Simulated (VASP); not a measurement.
# MgS (F-43m) in VASP: notebook

The runs below take MgS through single point, with PBE.

All numbers are computed with VASP 6.6.1; they aren't measurements. Logs are shortened: lines on timing, memory, paths and dates and some standing lists are left out, and cuts for length are marked.

### 1 The cell of the first run

Symmetry: F-43m, No. 216, cubic system. The conventional cell has a = 5.549 Å, b = 5.549 Å, c = 5.549 Å, α = 90.00°, β = 90.00°, γ = 90.00°. Within 3.2 Å of Mg (site symmetry -43m) lie 4 S at 2.40 Å. Within 3.2 Å of S (site symmetry -43m) lie 4 Mg at 2.40 Å.

### 2 Single point, PBE (strain -2.0%)

Contents of INCAR:

```
PREC = Accurate
ENCUT = 520
EDIFF = 1E-7
ISMEAR = -1
SIGMA = 0.02
LREAL = F
LASPH = T
NELM = 100
ALGO = Normal
ISIF = 2
LWAVE = F
LCHARG = F
GGA = PE
NBANDS = 11
```

Contents of KPOINTS:

```
regular mesh
0
Gamma
  8 8 8
```

Contents of POSCAR:

```
MgS
1.0
    0.0000000000      2.7742593044      2.7742593044
    2.7742593044      0.0000000000      2.7742593044
    2.7742593044      2.7742593044      0.0000000000
Mg S
1 1
Direct
    0.0000000000      0.0000000000      0.0000000000
    0.2500000000      0.2500000000      0.2500000000
```

Potentials or basis: VASP PAW PBE potentials, release 64 (Mg, S).

Launch:

```sh
$ cat potpaw_PBE.64/Mg/POTCAR potpaw_PBE.64/S/POTCAR > POTCAR
$ mpirun -np 1 vasp_std > vasp.out
```

OUTCAR:

```text
PREC = Accurate
   ENCUT = 520
   EDIFF = 1E-7
   ISMEAR = -1
   LREAL = F
   LASPH = T
   NELM = 100
   ISIF = 2
   GGA = PE

 ion  position               nearest neighbor table
   1  0.000  0.000  0.000-   2 2.40   2 2.40   2 2.40   2 2.40
   2  0.250  0.250  0.250-   1 2.40   1 2.40   1 2.40   1 2.40

  LATTYP: Found a face centered cubic cell.
 ALAT       =     5.5485186088

  Lattice vectors:

 A1 = (   0.0000000000,   2.7742593044,   2.7742593044)
 A2 = (   2.7742593044,   0.0000000000,   2.7742593044)
 A3 = (   2.7742593044,   2.7742593044,   0.0000000000)

Analysis of symmetry for initial positions (statically):
=====================================================================
 Subroutine PRICEL returns:
 Original cell was already a primitive cell.

 Routine SETGRP: Setting up the symmetry group for a
 face centered cubic supercell.

 Subroutine GETGRP returns: Found 24 space group operations
 (whereof 24 operations were pure point group operations)
 out of a pool of 48 trial point group operations.

The static configuration has the point symmetry T_d .

Analysis of symmetry for dynamics (positions and initial velocities):
=====================================================================
 Subroutine PRICEL returns:
 Original cell was already a primitive cell.

 Routine SETGRP: Setting up the symmetry group for a
 face centered cubic supercell.

 Subroutine GETGRP returns: Found 24 space group operations
 (whereof 24 operations were pure point group operations)
 out of a pool of 48 trial point group operations.

The dynamic configuration has the point symmetry T_d .

 Subroutine INISYM returns: Found 24 space group operations
 (whereof 24 operations are pure point group operations),
 and found     1 'primitive' translations

----------------------------------------------------------------------------------------

                                     Primitive cell

  volume of cell :      42.7043

  direct lattice vectors                    reciprocal lattice vectors
     0.000000000  2.774259304  2.774259304    -0.180228286  0.180228286  0.180228286
     2.774259304  0.000000000  2.774259304     0.180228286 -0.180228286  0.180228286
     2.774259304  2.774259304  0.000000000     0.180228286  0.180228286 -0.180228286

  length of vectors
     3.923395134  3.923395134  3.923395134     0.312164549  0.312164549  0.312164549

  position of ions in fractional coordinates (direct lattice)
     0.000000000  0.000000000  0.000000000
     0.250000000  0.250000000  0.250000000

  ion indices of the primitive-cell ions
   primitive index   ion index
                 1           1
                 2           2

----------------------------------------------------------------------------------------

 KPOINTS: regular mesh

Automatic generation of k-mesh.
 Grid dimensions read from file:
 generate k-points for:    8    8    8

 Generating k-lattice:

  Cartesian coordinates                     Fractional coordinates (reciprocal lattice)
    -0.022528536  0.022528536  0.022528536     0.125000000  0.000000000  0.000000000
     0.022528536 -0.022528536  0.022528536     0.000000000  0.125000000  0.000000000
     0.022528536  0.022528536 -0.022528536     0.000000000  0.000000000  0.125000000

  Length of vectors
     0.039020569  0.039020569  0.039020569

  Shift w.r.t. Gamma in fractional coordinates (k-lattice)
     0.000000000  0.000000000  0.000000000

 Subroutine IBZKPT returns following result:
 ===========================================

 Found     29 irreducible k-points:

 Following reciprocal coordinates:
            Coordinates               Weight
  0.000000  0.000000  0.000000      1.000000
  0.125000  0.000000  0.000000      8.000000
  0.250000  0.000000  0.000000      8.000000
  0.375000  0.000000  0.000000      8.000000
  0.500000  0.000000  0.000000      4.000000
  0.125000  0.125000  0.000000      6.000000
[... 16 lines left out ...]
  0.500000  0.250000  0.125000     48.000000
 -0.375000  0.250000  0.125000     24.000000
 [... further k-points ...]
   k-points           NKPTS =     29   k-points in BZ     NKDIM =     29   number of bands    NBANDS=     11
   number of dos      NEDOS =    301   number of ions     NIONS =      2
   total plane-waves  NPLWV =  27000
   dimension x,y,z NGX =    30 NGY =   30 NGZ =   30
   dimension x,y,z NGXF=    60 NGYF=   60 NGZF=   60
   ions per type =               1   1
   NGX,Y,Z   is equivalent  to a cutoff of  12.71, 12.71, 12.71 a.u.
   NGXF,Y,Z  is equivalent  to a cutoff of  25.42, 25.42, 25.42 a.u.
 SYSTEM =  unknown system
   PREC   = accura    normal or accurate (medium, high low for compatibility)
   ISTART =      0    job   : 0-new  1-cont  2-samecut
   ICHARG =      2    charge: 1-file 2-atom 10-const
   ISPIN  =      1    spin polarized calculation?
   LNONCOLLINEAR =      F non collinear calculations
   LSORBIT =      F    spin-orbit coupling
   LASPH  =      T    aspherical Exc in radial PAW
   ENCUT  =  520.0 eV  38.22 Ry    6.18 a.u.   7.29  7.29  7.29*2*pi/ulx,y,z
   NELM   =    100;   NELMIN=  2; NELMDL= -5     # of ELM steps
   EDIFF  = 0.1E-06   stopping-criterion for ELM
   LREAL  =      F    real-space projection
   EDIFFG = 0.1E-05   stopping-criterion for IOM
   NSW    =      0    number of steps for IOM
   IBRION =     -1    ionic relax: 0-MD 1-quasi-New 2-CG
   NFREE  =      0    steps in history (QN), initial steepest desc. (CG)
   ISIF   =      2    stress and relaxation
   ISYM   =      2    0-nonsym 1-usesym 2-fastsym
   POTIM  = 0.5000    time-step for ionic-motion
   TEBEG  =    0.0;   TEEND  =   0.0 temperature during run
   PSTRESS=    0.0 pullay stress
   NELECT =       8.0000    total number of electrons
   NUPDOWN=      -1.0000    fix difference up-down
   EMIN   =  10.00;   EMAX   =-10.00  energy-range for DOS
   EFERMI =   0.00;   METHOD = LEGACY
   ISMEAR =    -1;   SIGMA  =   0.02  broadening in eV -4-tet -1-fermi 0-gaus
   EFERMI_NEDOS =   21; number of points for ismear=-14 and -15
   IALGO  =     38    algorithm
   IMIX   =      4    mixing-type and parameters
     AMIX     =   0.40;   BMIX     =  1.00
     AMIX_MAG =   1.60;   BMIX_MAG =  1.00
  volume/ion in A,a.u.               =      21.35       144.09
  Fermi-wavevector in a.u.,A,eV,Ry     =   0.936730  1.770163 11.938611  0.877463
  Thomas-Fermi vector in A             =   2.063769
   LORBIT       =      0    0 simple, 1 ext, 2 COOP (PROOUT), +10 PAW based schemes
   GGA     = PE    functional components
   LHFCALC =     F    Hartree Fock is set to
   AEXX    =    0.0000 exact exchange contribution
   IVDW    =     0    specifies the selected vdW correction
   LEPSILON=     F    determine dielectric tensor
   LRPA    =     F    only Hartree local field effects (RPA)
 non-spin polarized calculation
  energy-cutoff  :      520.00
  volume of cell :       42.70
 maximum number of plane-waves:      1174
 NGX is ok and might be reduce to    30
   NGX = 15   NGY = 15   NGZ = 15

 number of electron       7.9999999 magnetization

 Free energy of the ion-electron system (eV)
  ---------------------------------------------------
  ext. energy  EPLUGINS =         0.00000000
  ---------------------------------------------------
  free energy    TOTEN  =        -8.42241514 eV

  energy without entropy =       -8.42241514  energy(sigma->0) =       -8.42241514

 E-fermi :   1.8913     XC(G=0):  -8.6257

 val. band max:        1.4539713408   @ k =   0.0000   0.0000   0.0000
 cond. band min:       5.2216568202   @ k =   0.0000   0.0000   0.0000
 fundamental gap:      3.7676854794
 Fermi energy:         1.8912957510

 k-point     1 :       0.0000    0.0000    0.0000
  band No.  band energies     occupation
      1     -10.0223      2.00000
      2       1.4540      2.00000
      3       1.4540      2.00000
      4       1.4540      2.00000
      5       5.2217      0.00000
      6       9.5587      0.00000
      7       9.5587      0.00000
      8       9.5587      0.00000
      9      12.4094      0.00000
     10      12.4094      0.00000
     11      15.6808      0.00000

 k-point     2 :       0.1250    0.0000    0.0000
  band No.  band energies     occupation
      1      -9.9243      2.00000
      2       0.7418      2.00000
      3       1.3975      2.00000
      4       1.3975      2.00000
      5       5.8932      0.00000
      6       9.3896      0.00000
      7       9.7463      0.00000
      8       9.7463      0.00000
      9      11.9415      0.00000
     10      11.9415      0.00000
     11      14.8870      0.00000

 k-point     3 :       0.2500    0.0000    0.0000
  band No.  band energies     occupation
      1      -9.6687      2.00000
      2      -0.5033      2.00000
      3       1.2704      2.00000
      4       1.2704      2.00000
      5       6.7200      0.00000
      6       9.5034      0.00000
      7       9.7576      0.00000
      8       9.7576      0.00000
      9      12.0293      0.00000
     10      12.0293      0.00000
     11      14.0153      0.00000

 k-point     4 :       0.3750    0.0000    0.0000
  band No.  band energies     occupation
      1      -9.3793      2.00000
      2      -1.5009      2.00000
      3       1.1543      2.00000
      4       1.1543      2.00000
      5       6.8363      0.00000
      6       9.3585      0.00000
      7       9.3585      0.00000
      8      10.1235      0.00000
      9      13.4017      0.00000
     10      13.4017      0.00000
     11      14.0901      0.00000

 k-point     5 :       0.5000    0.0000    0.0000
  band No.  band energies     occupation
      1      -9.2466      2.00000
      2      -1.8830      2.00000
      3       1.1090      2.00000
      4       1.1090      2.00000
      5       6.7888      0.00000
      6       9.1749      0.00000
      7       9.1749      0.00000
      8      10.3513      0.00000
      9      14.8222      0.00000
     10      14.8589      0.00000
     11      14.8589      0.00000
[... 211 lines left out ...]
 k-point    21 :       0.5000    0.5000    0.0000
  band No.  band energies     occupation
      1      -8.9950      2.00000
      2      -1.5303      2.00000
      3       0.3508      2.00000
      4       0.3508      2.00000
      5       5.2821      0.00000
      6       7.1798      0.00000
      7      13.2145      0.00000
      8      14.2498      0.00000
      9      14.2498      0.00000
     10      15.6231      0.00000
     11      15.6249      0.00000

 k-point    22 :       0.3750    0.2500    0.1250
  band No.  band energies     occupation
      1      -9.4698      2.00000
      2      -0.7165      2.00000
      3       0.5482      2.00000
      4       1.0531      2.00000
      5       7.3786      0.00000
      6       8.6286      0.00000
      7       9.1654      0.00000
      8      10.8980      0.00000
      9      11.3788      0.00000
     10      14.1106      0.00000
     11      16.2419      0.00000

 k-point    23 :       0.5000    0.2500    0.1250
  band No.  band energies     occupation
      1      -9.2285      2.00000
      2      -1.2638      2.00000
      3       0.1780      2.00000
      4       0.8638      2.00000
      5       7.5516      0.00000
      6       8.4377      0.00000
      7       9.5893      0.00000
      8      10.7089      0.00000
      9      12.5991      0.00000
     10      15.3832      0.00000
     11      15.8287      0.00000

 k-point    24 :      -0.3750    0.2500    0.1250
  band No.  band energies     occupation
      1      -9.1204      2.00000
      2      -1.5034      2.00000
      3       0.0699      2.00000
      4       0.7617      2.00000
      5       7.5881      0.00000
      6       8.1597      0.00000
      7      10.4673      0.00000
      8      10.5243      0.00000
      9      13.1841      0.00000
     10      14.6242      0.00000
     11      16.0511      0.00000

 [... further k-points ...]

------------------------ aborting loop because EDIFF is reached ----------------------------------------

  FORCE on cell =-STRESS in cart. coord.  units (eV):
  Direction    XX          YY          ZZ          XY          YZ          ZX
  --------------------------------------------------------------------------------------
  -------------------------------------------------------------------------------------
  Total        1.3362076      1.3362076      1.3362076     -0.0000000     -0.0000000      0.0000000
  in kB       50.1318071     50.1318071     50.1318071     -0.0000000     -0.0000000      0.0000000
  external PRESSURE =      50.1318071 kB  Pullay stress =       0.0000000 kB

 VOLUME and BASIS-vectors are now :
 -----------------------------------------------------------------------------
  energy-cutoff  :      520.00
  volume of cell :       42.70
      direct lattice vectors                 reciprocal lattice vectors
     0.000000000  2.774259304  2.774259304    -0.180228286  0.180228286  0.180228286
     2.774259304  0.000000000  2.774259304     0.180228286 -0.180228286  0.180228286
     2.774259304  2.774259304  0.000000000     0.180228286  0.180228286 -0.180228286

 POSITION                                       TOTAL-FORCE (eV/Angst)
 -----------------------------------------------------------------------------------
      0.00000      0.00000      0.00000         0.000000      0.000000      0.000000
      1.38713      1.38713      1.38713        -0.000000     -0.000000     -0.000000
 -----------------------------------------------------------------------------------
    total drift:                               -0.000000     -0.000000     -0.000000

  FREE ENERGIE OF THE ION-ELECTRON SYSTEM (eV)
  ---------------------------------------------------
  free  energy   TOTEN  =        -8.4224151406 eV

  energy  without entropy=       -8.4224151406  energy(sigma->0) =       -8.42241514
```

Run time: 12 s. Hardware: 1 thread of Intel Xeon Platinum 8488C (Sapphire Rapids), shared host; peak memory 0.17 GiB.

Results:

```yaml
Free_energy: -8.4224 eV
Pressure: 5.0 GPa
Band_gap_on_the_k_mesh: 3.77 eV, direct
```

Levels at points of the mesh, in eV from the valence-band top:
```csv
k point,band 2,band 3,band 4,band 5,band 6,band 7
"(0.00, 0.00, 0.00)",0.00,0.00,0.00,3.77,8.10,8.10
"(0.50, 0.00, 0.00)",-3.34,-0.34,-0.34,5.33,7.72,7.72
"(0.50, 0.50, 0.00)",-2.98,-1.10,-1.10,3.83,5.73,11.76
```

Caveat: the cell differs from its parent crystal (strain -2.0%). A k mesh can miss the band edges.

### 3 Single point, PBE (strain -1.0%)

Contents of INCAR:

```
PREC     = Accurate       # precision mode
ENCUT    = 520            # plane-wave cutoff, eV
EDIFF    = 1E-6           # SCF threshold, eV
ISMEAR   = -1             # smearing method
SIGMA    = 0.02           # smearing width, eV
LREAL    = F              # projectors in reciprocal space
LASPH    = T              # aspherical terms in the spheres
NELM     = 100            # most SCF steps
ALGO     = Normal         # electronic algorithm
ISIF     = 2              # what is computed and relaxed
LWAVE    = F              # write WAVECAR
LCHARG   = F              # write CHGCAR
GGA      = PE             # functional
NBANDS   = 11             # bands
```

KPOINTS is that of step 2.

Contents of POSCAR:

```
MgS
1.0
    0.0000000000      2.8025680728      2.8025680728
    2.8025680728      0.0000000000      2.8025680728
    2.8025680728      2.8025680728      0.0000000000
Mg S
1 1
Direct
    0.0000000000      0.0000000000      0.0000000000
    0.2500000000      0.2500000000      0.2500000000
```

Potentials or basis: VASP PAW PBE potentials, release 64 (Mg, S).

Launch:

```sh
$ cat potpaw_PBE.64/Mg/POTCAR potpaw_PBE.64/S/POTCAR > POTCAR
$ mpirun -np 1 vasp_std > vasp.out
```

OUTCAR:

```text
PREC = Accurate
   ENCUT = 520
   EDIFF = 1E-6
   ISMEAR = -1
   LREAL = F
   LASPH = T
   NELM = 100
   ISIF = 2
   GGA = PE

 ion  position               nearest neighbor table
   1  0.000  0.000  0.000-   2 2.43   2 2.43   2 2.43   2 2.43
   2  0.250  0.250  0.250-   1 2.43   1 2.43   1 2.43   1 2.43

  LATTYP: Found a face centered cubic cell.
 ALAT       =     5.6051361456

  Lattice vectors:

[... 510 lines left out ...]
      2      -1.6090      2.00000
      3      -0.0838      2.00000
      4       0.5859      2.00000
      5       7.3556      0.00000
      6       7.8532      0.00000
      7      10.1532      0.00000
      8      10.1969      0.00000
      9      12.8179      0.00000
     10      14.2581      0.00000
     11      15.6378      0.00000

 [... further k-points ...]
[... 5 lines left out ...]
  --------------------------------------------------------------------------------------
  -------------------------------------------------------------------------------------
  Total        0.7806273      0.7806273      0.7806273      0.0000000      0.0000000      0.0000000
  in kB       28.4089897     28.4089897     28.4089897      0.0000000      0.0000000      0.0000000
  external PRESSURE =      28.4089897 kB  Pullay stress =       0.0000000 kB

 VOLUME and BASIS-vectors are now :
 -----------------------------------------------------------------------------
  energy-cutoff  :      520.00
  volume of cell :       44.02
      direct lattice vectors                 reciprocal lattice vectors
     0.000000000  2.802568073  2.802568073    -0.178407798  0.178407798  0.178407798
     2.802568073  0.000000000  2.802568073     0.178407798 -0.178407798  0.178407798
     2.802568073  2.802568073  0.000000000     0.178407798  0.178407798 -0.178407798

 POSITION                                       TOTAL-FORCE (eV/Angst)
 -----------------------------------------------------------------------------------
      0.00000      0.00000      0.00000         0.000000      0.000000      0.000000
      1.40128      1.40128      1.40128        -0.000000     -0.000000     -0.000000
 -----------------------------------------------------------------------------------
    total drift:                               -0.000000     -0.000000     -0.000000

  FREE ENERGIE OF THE ION-ELECTRON SYSTEM (eV)
  ---------------------------------------------------
  free  energy   TOTEN  =        -8.4547674929 eV

  energy  without entropy=       -8.4547674929  energy(sigma->0) =       -8.45476749
```

It took 15 s on 1 thread of Intel Xeon Platinum 8488C (Sapphire Rapids), shared host; peak memory 0.17 GiB.

Results:

- Free energy: -8.4548 eV
- Pressure: 2.8 GPa
- Band gap on the k mesh: 3.61 eV, direct

Caveat: the cell differs from its parent crystal (strain -1.0%). A k mesh can miss the band edges.

### 4 Single point, PBE (strain +1.0%)

Contents of INCAR:

```
  PREC = Accurate
  ENCUT = 520
  EDIFF = 1E-6
  ISMEAR = -1
  SIGMA = 0.02
  LREAL = F
  LASPH = T
  NELM = 100
  ALGO = Normal
  ISIF = 2
  LWAVE = F
  LCHARG = F
  GGA = PE
  NBANDS = 11
```

KPOINTS is that of step 3.

Contents of POSCAR:

```
MgS
1.0
    0.0000000000      2.8591856096      2.8591856096
    2.8591856096      0.0000000000      2.8591856096
    2.8591856096      2.8591856096      0.0000000000
Mg S
1 1
Direct
    0.0000000000      0.0000000000      0.0000000000
    0.2500000000      0.2500000000      0.2500000000
```

Launch:

```sh
$ cat potpaw_PBE.64/Mg/POTCAR potpaw_PBE.64/S/POTCAR > POTCAR
$ mpirun -np 1 vasp_std > vasp.out
```

It took 6.7 s on 1 thread of Intel Xeon 6975P-C (Granite Rapids), shared host; peak memory 0.17 GiB.

It converged, with:

```yaml
Free_energy: -8.4715 eV
Pressure: -0.7 GPa
Band_gap_on_the_k_mesh: 3.31 eV, direct
```

Levels at points of the mesh, in eV from the valence-band top:
```csv
k point,band 2,band 3,band 4,band 5,band 6,band 7
"(0.00, 0.00, 0.00)",0.00,0.00,0.00,3.31,7.87,7.87
"(0.50, 0.00, 0.00)",-3.03,-0.32,-0.32,5.01,7.59,7.59
"(0.50, 0.50, 0.00)",-2.73,-1.00,-1.00,3.91,5.60,10.88
```

Caveat: the cell differs from its parent crystal (strain +1.0%).

(Continued in part 2 of 2.)
